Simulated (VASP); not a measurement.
# Cu (Cmcm) in VASP: notebook

Runs on Cu. Level: r2SCAN. Tasks: single point.

All numbers are computed with VASP 6.6.1; they aren't measurements. Logs are shortened: lines on timing, memory, paths and dates and some standing lists are left out, and cuts for length are marked.

## 1. The cell of the first run

It takes space group Cmcm (No. 63, orthorhombic). The conventional cell has a = 2.283 Å, b = 7.553 Å, c = 2.335 Å, α = 90.00°, β = 90.00°, γ = 90.00°. Cu (site symmetry m2m) has 10 Cu at 2.28 to 2.41 Å within 3.0 Å.

## 2. Single point, r2SCAN

File POSCAR:

```
Cu
1.0
    1.1416611070     -3.7764910287      0.0000000000
    1.1416611070      3.7764910287      0.0000000000
    0.0000000000      0.0000000000      2.3345296444
Cu
2
Direct
    0.1322686808      0.8677313192      0.2500000000
    0.8677313192      0.1322686808      0.7500000000
```

File INCAR.step1:

```
ALGO = Normal ; EDIFF = 1E-4
ENCUT = 520 ; GGA = PE
ISMEAR = -1 ; LASPH = True
LCHARG = False ; LREAL = False
LWAVE = True ; NBANDS = 18
NELM = 60 ; PREC = Accurate
SIGMA = 0.05
```

File INCAR.step2:

```
ALGO = Normal ; EDIFF = 1E-6
ENCUT = 520 ; ISIF = 2
ISMEAR = -1 ; ISTART = 1
LASPH = True ; LCHARG = False
LMIXTAU = True ; LREAL = False
LWAVE = False ; METAGGA = R2SCAN
NBANDS = 18 ; NELM = 60
PREC = Accurate ; SIGMA = 0.05
```

File KPOINTS:

```
k-points
0
Gamma
  13 13 12
```

Potentials or basis: VASP PAW PBE potentials, release 64 (Cu).

On the command line:

```console
cat potpaw_PBE.64/Cu/POTCAR > POTCAR
cp INCAR.step1 INCAR
mpirun -np 1 vasp_std > vasp.out
cp INCAR.step2 INCAR
mpirun -np 1 vasp_std > vasp.out
```

OUTCAR:

```text
EDIFF = 1E-6
   ENCUT = 520
   ISIF = 2
   ISMEAR = -1
   ISTART = 1
   LASPH = True
   LREAL = False
   METAGGA = R2SCAN
   NELM = 60
   PREC = Accurate

 ion  position               nearest neighbor table
   1  0.132  0.868  0.250-   2 2.31   2 2.31   2 2.41   2 2.41   2 2.41   2 2.41
   2  0.868  0.132  0.750-   1 2.31   1 2.31   1 2.41   1 2.41   1 2.41   1 2.41

  LATTYP: Found a base centered orthorhombic cell.
 ALAT       =     2.2833222140
 B/A-ratio  =     3.3078914623
 C/A-ratio  =     1.0224267211

  Lattice vectors:

 A1 = (   1.1416611070,  -3.7764910287,   0.0000000000)
 A2 = (   1.1416611070,   3.7764910287,   0.0000000000)
 A3 = (   0.0000000000,   0.0000000000,   2.3345296444)

Analysis of symmetry for initial positions (statically):
=====================================================================
 Subroutine PRICEL returns:
 Original cell was already a primitive cell.

 Routine SETGRP: Setting up the symmetry group for a
 base centered orthorhombic supercell.

 Subroutine GETGRP returns: Found  8 space group operations
 (whereof  4 operations were pure point group operations)
 out of a pool of  8 trial point group operations.

The static configuration has the point symmetry C_2h.
 The point group associated with its full space group is D_2h.

Analysis of symmetry for dynamics (positions and initial velocities):
=====================================================================
 Subroutine PRICEL returns:
 Original cell was already a primitive cell.

 Routine SETGRP: Setting up the symmetry group for a
 base centered orthorhombic supercell.

 Subroutine GETGRP returns: Found  8 space group operations
 (whereof  4 operations were pure point group operations)
 out of a pool of  8 trial point group operations.

The dynamic configuration has the point symmetry C_2h.
 The point group associated with its full space group is D_2h.

 Subroutine INISYM returns: Found  8 space group operations
 (whereof  4 operations are pure point group operations),
 and found     1 'primitive' translations

----------------------------------------------------------------------------------------

                                     Primitive cell

  volume of cell :      20.1305

  direct lattice vectors                    reciprocal lattice vectors
     1.141661107 -3.776491029  0.000000000     0.437958337 -0.132398037  0.000000000
     1.141661107  3.776491029  0.000000000     0.437958337  0.132398037  0.000000000
     0.000000000  0.000000000  2.334529644     0.000000000  0.000000000  0.428351811

  length of vectors
     3.945285107  3.945285107  2.334529644     0.457533327  0.457533327  0.428351811

  position of ions in fractional coordinates (direct lattice)
     0.132268681  0.867731319  0.250000000
     0.867731319  0.132268681  0.750000000

  ion indices of the primitive-cell ions
   primitive index   ion index
                 1           1
                 2           2

----------------------------------------------------------------------------------------

 KPOINTS: k-points

Automatic generation of k-mesh.
 Grid dimensions read from file:
 generate k-points for:   13   13   12

 Generating k-lattice:

  Cartesian coordinates                     Fractional coordinates (reciprocal lattice)
     0.033689103 -0.010184464  0.000000000     0.076923077  0.000000000  0.000000000
     0.033689103  0.010184464  0.000000000     0.000000000  0.076923077  0.000000000
     0.000000000  0.000000000  0.035695984     0.000000000  0.000000000  0.083333333

  Length of vectors
     0.035194871  0.035194871  0.035695984

  Shift w.r.t. Gamma in fractional coordinates (k-lattice)
     0.000000000  0.000000000  0.000000000

 Subroutine IBZKPT returns following result:
 ===========================================

 Found    343 irreducible k-points:

 Following reciprocal coordinates:
            Coordinates               Weight
  0.000000  0.000000  0.000000      1.000000
  0.076923  0.000000  0.000000      4.000000
  0.153846  0.000000  0.000000      4.000000
  0.230769 -0.000000  0.000000      4.000000
  0.307692  0.000000  0.000000      4.000000
  0.384615  0.000000  0.000000      4.000000
[... 16 lines left out ...]
  0.384615  0.153846  0.000000      4.000000
  0.461538  0.153846  0.000000      4.000000
 [... further k-points ...]
   k-points           NKPTS =    343   k-points in BZ     NKDIM =    343   number of bands    NBANDS=     18
   number of dos      NEDOS =    301   number of ions     NIONS =      2
   total plane-waves  NPLWV =  16200
   dimension x,y,z NGX =    30 NGY =   30 NGZ =   18
   dimension x,y,z NGXF=    60 NGYF=   60 NGZF=   36
   ions per type =               2
   NGX,Y,Z   is equivalent  to a cutoff of  12.64, 12.64, 12.82 a.u.
   NGXF,Y,Z  is equivalent  to a cutoff of  25.28, 25.28, 25.64 a.u.
 SYSTEM =  unknown system
   PREC   = accura    normal or accurate (medium, high low for compatibility)
[... 90 lines left out ...]
      2       3.5755      2.00000
      3       4.5965      2.00000
      4       5.1352      2.00000
      5       5.8632      2.00000
      6       5.9338      2.00000
[... 10 lines left out ...]
     17      33.2941      0.00000
     18      35.8849      0.00000

 k-point     4 :       0.2308   -0.0000    0.0000
  band No.  band energies     occupation
      1       0.3274      2.00000
      2       3.8346      2.00000
      3       4.8677      2.00000
      4       5.0633      2.00000
      5       5.6882      2.00000
      6       6.0297      2.00000
[... 10 lines left out ...]
     17      33.5606      0.00000
     18      36.2633      0.00000

 k-point     5 :       0.3077    0.0000    0.0000
  band No.  band energies     occupation
      1       1.4979      2.00000
      2       3.9933      2.00000
      3       4.6860      2.00000
      4       5.1271      2.00000
      5       5.8475      2.00000
      6       6.1110      2.00000
[... 10 lines left out ...]
     17      33.8993      0.00000
     18      34.6872      0.00000

 k-point     6 :       0.3846    0.0000    0.0000
  band No.  band energies     occupation
      1       2.6305      2.00000
      2       3.8857      2.00000
      3       4.6897      2.00000
      4       5.3752      2.00000
      5       5.8424      2.00000
      6       6.1461      2.00000
[... 10 lines left out ...]
     17      33.1086      0.00000
     18      34.4031      0.00000

 k-point     7 :       0.4615   -0.0000    0.0000
  band No.  band energies     occupation
      1       3.3025      2.00000
      2       3.7385      2.00000
      3       4.7941      2.00000
      4       5.6572      2.00000
      5       5.8989      2.00000
      6       6.1575      2.00000
[... 10 lines left out ...]
     17      34.8110      0.00000
     18      35.3007      0.00000

 k-point     8 :       0.0769    0.0769    0.0000
  band No.  band energies     occupation
      1      -0.6817      2.00000
      2       3.5811      2.00000
      3       4.6429      2.00000
      4       5.0881      2.00000
      5       5.9104      2.00000
      6       5.9398      2.00000
[... 10 lines left out ...]
     17      33.2670      0.00000
     18      36.1122      0.00000
[... 229 lines left out ...]
     17      33.1444      0.00000
     18      34.5104      0.00000

 k-point    20 :       0.1538    0.1538    0.0000
  band No.  band energies     occupation
      1       1.2908      2.00000
      2       4.1207      2.00000
      3       4.5804      2.00000
      4       5.1334      2.00000
      5       5.9053      2.00000
      6       6.0434      2.00000
[... 10 lines left out ...]
     17      33.7959      0.00000
     18      37.3424      0.00000

 k-point    21 :       0.2308    0.1538    0.0000
  band No.  band energies     occupation
      1       2.4354      2.00000
      2       4.2078      2.00000
      3       4.3872      2.00000
      4       5.0958      2.00000
      5       5.9172      2.00000
      6       6.0574      2.00000
[... 10 lines left out ...]
     17      34.1957      0.00000
     18      34.9550      0.00000

 k-point    22 :       0.3077    0.1538    0.0000
  band No.  band energies     occupation
      1       3.1742      2.00000
      2       4.0674      2.00000
      3       4.5838      2.00000
      4       5.1757      2.00000
      5       5.8276      2.00000
      6       6.0510      2.00000
[... 10 lines left out ...]
     17      34.6350      0.00000
     18      34.8209      0.00000

 k-point    23 :       0.3846    0.1538    0.0000
  band No.  band energies     occupation
      1       3.3210      2.00000
      2       3.8275      2.00000
      3       4.8705      2.00000
      4       5.4254      2.00000
      5       5.6973      2.00000
      6       6.0882      2.00000
[... 10 lines left out ...]
     17      34.5916      0.00000
     18      35.1272      0.00000

 k-point    24 :       0.4615    0.1538    0.0000
  band No.  band energies     occupation
      1       2.9934      2.00000
      2       3.6555      2.00000
      3       4.9390      2.00000
      4       5.4650      2.00000
      5       5.6146      2.00000
      6       6.1887      2.00000
[... 10 lines left out ...]
     17      34.1342      0.00000
     18      34.1785      0.00000

 [... further k-points ...]
[... 5 lines left out ...]
  --------------------------------------------------------------------------------------
  -------------------------------------------------------------------------------------
  Total        5.1197126      5.1266790      5.1656668      0.0000000     -0.0000000      0.0000000
  in kB      407.4751365    408.0295886    411.1326039      0.0000000     -0.0000000      0.0000000
  external PRESSURE =     408.8791097 kB  Pullay stress =       0.0000000 kB

 VOLUME and BASIS-vectors are now :
 -----------------------------------------------------------------------------
  energy-cutoff  :      520.00
  volume of cell :       20.13
      direct lattice vectors                 reciprocal lattice vectors
     1.141661107 -3.776491029  0.000000000     0.437958337 -0.132398037  0.000000000
     1.141661107  3.776491029  0.000000000     0.437958337  0.132398037  0.000000000
     0.000000000  0.000000000  2.334529644     0.000000000  0.000000000  0.428351811

 POSITION                                       TOTAL-FORCE (eV/Angst)
 -----------------------------------------------------------------------------------
      1.14166      2.77747      0.58363         0.000000      0.013400      0.000000
      1.14166     -2.77747      1.75090         0.000000     -0.013400     -0.000000
 -----------------------------------------------------------------------------------
    total drift:                                0.000000     -0.000000      0.000000

  FREE ENERGIE OF THE ION-ELECTRON SYSTEM (eV)
  ---------------------------------------------------
  free  energy   TOTEN  =       -20.9207283785 eV

  energy  without entropy=      -20.9174019685  energy(sigma->0) =      -20.91906517
```

Wall time 5.3 min (1 thread of AMD EPYC 9R45 (Zen 5), shared host); peak memory 0.2 GiB.

What came out:

```yaml
Free_energy: -20.9207 eV
Pressure: 40.9 GPa
Largest_force: 0.013 eV/Å
Band_gap_on_the_k_mesh: zero (bands 11 and 12 overlap by 6.61 eV)
```

Forces in eV/Å, atoms in the order of the input:
```
Cu   0.000  0.013  0.000
Cu   0.000 -0.013  0.000
```

Caveat: the cell stands under pressure; the PAW data sets were made with another functional, which shifts forces and pressure a little.

## 3. Single point, r2SCAN

This run uses another cell than the first one, of 10.40 Å³/atom.

File POSCAR:

```
Cu
1.0
    1.1555897130     -3.8115656873      0.0000000000
    1.1555897130      3.8115656873      0.0000000000
    0.0000000000      0.0000000000      2.3614669462
Cu
2
Direct
    0.1325098275      0.8674901725      0.2500000000
    0.8674901725      0.1325098275      0.7500000000
```

File INCAR.step1:

```
PREC = Accurate
ENCUT = 520
ISMEAR = -1
SIGMA = 0.05
LREAL = False
LASPH = True
NELM = 100
NBANDS = 18
GGA = PE
ALGO = Normal
EDIFF = 1E-4
LWAVE = True
LCHARG = False
```

File INCAR.step2:

```
PREC = Accurate
ENCUT = 520
EDIFF = 1E-6
ISMEAR = -1
SIGMA = 0.05
LREAL = False
LASPH = True
NELM = 100
ALGO = Normal
ISIF = 2
LWAVE = False
LCHARG = True
METAGGA = R2SCAN
LMIXTAU = True
LELF = True
LVHAR = True
NBANDS = 18
ISTART = 1
```

File KPOINTS:

```
Automatic mesh
0
Gamma
  13 13 12
```

Potentials or basis: VASP PAW PBE potentials, release 64 (Cu).

On the command line:

```console
cat potpaw_PBE.64/Cu/POTCAR > POTCAR
cp INCAR.step1 INCAR
mpirun -np 1 vasp_std > vasp.out
cp INCAR.step2 INCAR
mpirun -np 1 vasp_std > vasp.out
```

Wall time 5.3 min (1 thread of AMD EPYC 9R45 (Zen 5), shared host); peak memory 0.2 GiB.

It converged, with:

```
Free energy            : -21.0713 eV
Pressure               : 30.8 GPa
Largest force          : 0.013 eV/Å
Band gap on the k mesh : zero (bands 11 and 12 overlap by 6.47 eV)
```

Forces in eV/Å, atoms in the order of the input:
```
Cu   0.000  0.013  0.000
Cu   0.000 -0.013  0.000
```

Stress tensor (GPa, compression positive):
```
30.64  0.00  0.00
 0.00 30.72  0.00
 0.00  0.00 30.97
```

Levels at points of the mesh, in eV from the Fermi level:
```tsv
k point	band 7	band 8	band 9	band 10	band 11	band 12	band 13	band 14	band 15	band 16
(0.00, 0.00, 0.00)	-2.72	-2.40	-2.13	-1.99	-1.65	-0.49	5.81	16.86	21.45	22.10
(0.00, 0.00, 0.50)	-3.23	-3.23	-2.01	-2.01	0.05	0.05	9.35	9.35	10.83	10.83
```

Caveat: the cell stands under pressure; the PAW data sets were made with another functional, which shifts forces and pressure a little.

## 4. Single point, r2SCAN

This run uses another cell than the first one, of 10.81 Å³/atom.

File POSCAR:

```
Cu
1.0
    1.1722268618     -3.8514121016      0.0000000000
    1.1722268618      3.8514121016      0.0000000000
    0.0000000000      0.0000000000      2.3938608732
Cu
2
Direct
    0.1328337998      0.8671662002      0.2500000000
    0.8671662002      0.1328337998      0.7500000000
```

File INCAR.step1:

```
  PREC = Accurate
  ENCUT = 520
  ISMEAR = -1
  SIGMA = 0.05
  LREAL = False
  LASPH = True
  NELM = 100
  NBANDS = 18
  GGA = PE
  ALGO = Normal
  EDIFF = 1E-4
  LWAVE = True
  LCHARG = False
```

File INCAR.step2:

```
  PREC = Accurate
  ENCUT = 520
  EDIFF = 1E-7
  ISMEAR = -1
  SIGMA = 0.05
  LREAL = False
  LASPH = True
  NELM = 100
  ALGO = Normal
  ISIF = 2
  LWAVE = False
  LCHARG = False
  METAGGA = R2SCAN
  LMIXTAU = True
  NBANDS = 18
  ISTART = 1
```

KPOINTS is that of step 3.

On the command line:

```console
cat potpaw_PBE.64/Cu/POTCAR > POTCAR
cp INCAR.step1 INCAR
mpirun -np 1 vasp_std > vasp.out
cp INCAR.step2 INCAR
mpirun -np 1 vasp_std > vasp.out
```

It took 7.1 min on 1 thread of AMD EPYC 9R45 (Zen 5), shared host; peak memory 0.2 GiB.

Results (log left out):

- Free energy: -21.2021 eV
- Pressure: 20.8 GPa
- Largest force: 0.010 eV/Å
- Band gap on the k mesh: zero (bands 11 and 12 overlap by 6.32 eV)

Forces in eV/Å, atoms in the order of the input:
```
Cu   0.000  0.010  0.000
Cu   0.000 -0.010  0.000
```

Stress tensor (GPa, compression positive):
```
20.63  0.00  0.00
 0.00 20.81  0.00
 0.00  0.00 20.82
```

Levels at points of the mesh, in eV from the Fermi level:
| k point | band 7 | band 8 | band 9 | band 10 | band 11 | band 12 | band 13 | band 14 | band 15 | band 16 |
| --- | --- | --- | --- | --- | --- | --- | --- | --- | --- | --- |
| (0.00, 0.00, 0.00) | -2.65 | -2.33 | -2.09 | -1.94 | -1.61 | -0.34 | 5.63 | 16.43 | 20.85 | 21.55 |
| (0.00, 0.00, 0.50) | -3.13 | -3.13 | -1.96 | -1.96 | 0.02 | 0.02 | 9.14 | 9.14 | 10.57 | 10.57 |

Caveat: the cell stands under pressure; the PAW data sets were made with another functional, which shifts forces and pressure a little.

## 5. Single point, r2SCAN

This run uses another cell than the first one, of 11.32 Å³/atom.

File POSCAR:

```
Cu
1.0
    1.1925300969     -3.9023862883      0.0000000000
    1.1925300969      3.9023862883      0.0000000000
    0.0000000000      0.0000000000      2.4320745831
Cu
2
Direct
    0.1332512015      0.8667487985      0.2500000000
    0.8667487985      0.1332512015      0.7500000000
```

File INCAR.step1:

```
PREC = Accurate ; ENCUT = 520
ISMEAR = -1 ; SIGMA = 0.05
LREAL = F ; LASPH = T
NELM = 60 ; NBANDS = 18
GGA = PE ; ALGO = Normal
EDIFF = 1E-4 ; LWAVE = T
LCHARG = F
```

File INCAR.step2:

```
PREC = Accurate ; ENCUT = 520
EDIFF = 1E-6 ; ISMEAR = -1
SIGMA = 0.05 ; LREAL = F
LASPH = T ; NELM = 60
ALGO = Normal ; ISIF = 2
LWAVE = F ; LCHARG = F
METAGGA = R2SCAN ; LMIXTAU = T
NBANDS = 18 ; ISTART = 1
```

KPOINTS is that of step 4.

On the command line:

```console
cat potpaw_PBE.64/Cu/POTCAR > POTCAR
cp INCAR.step1 INCAR
mpirun -np 1 vasp_std > vasp.out
cp INCAR.step2 INCAR
mpirun -np 1 vasp_std > vasp.out
```

Run time: 5.3 min. Hardware: 1 thread of AMD EPYC 9R45 (Zen 5), shared host; peak memory 0.21 GiB.

Results (log left out):

```yaml
Free_energy: -21.3019 eV
Pressure: 10.5 GPa
Largest_force: 0.005 eV/Å
Band_gap_on_the_k_mesh: zero (bands 11 and 12 overlap by 6.15 eV)
```

Forces in eV/Å, atoms in the order of the input:
```
Cu   0.000  0.005  0.000
Cu   0.000 -0.005  0.000
```

Stress tensor (GPa, compression positive):
```
10.44  0.00  0.00
 0.00 10.69  0.00
 0.00  0.00 10.51
```

Levels at points of the mesh, in eV from the Fermi level:
```csv
k point,band 7,band 8,band 9,band 10,band 11,band 12,band 13,band 14,band 15,band 16
"(0.00, 0.00, 0.00)",-2.55,-2.24,-2.03,-1.89,-1.57,-0.18,5.40,15.97,20.15,20.93
"(0.00, 0.00, 0.50)",-3.00,-3.00,-1.89,-1.89,-0.01,-0.01,8.90,8.90,10.27,10.27
```

Caveat: the cell stands under pressure; the PAW data sets were made with another functional, which shifts forces and pressure a little.

## 6. Summary

```csv
cell,gap on the mesh (eV),pressure (GPa),largest force (eV/Å)
"a = 3.945, b = 3.945, c = 2.335 Å, angles 90.0, 90.0, 146.4°, 2 atoms, atomic positions A",none,40.9,0.01
"a = 3.983, b = 3.983, c = 2.361 Å, angles 90.0, 90.0, 146.3°, 2 atoms, atomic positions B",none,30.8,0.01
"a = 4.026, b = 4.026, c = 2.394 Å, angles 90.0, 90.0, 146.1°, 2 atoms, atomic positions C",none,20.8,0.01
"a = 4.081, b = 4.081, c = 2.432 Å, angles 90.0, 90.0, 146.0°, 2 atoms, atomic positions D",none,10.5,-
```

Alike in all rows: task single point; level r2SCAN; potentials or basis VASP PAW PBE potentials, release 64 (Cu); no spin polarisation; k mesh 13 × 13 × 12; cutoff (eV) 520; smearing fermi-dirac 0.05 eV.

Caveats: the cell stands under pressure; the PAW data sets were made with another functional, which shifts forces and pressure a little.

Total energies depend on the potentials used, so only differences within one code and one set of settings carry meaning.
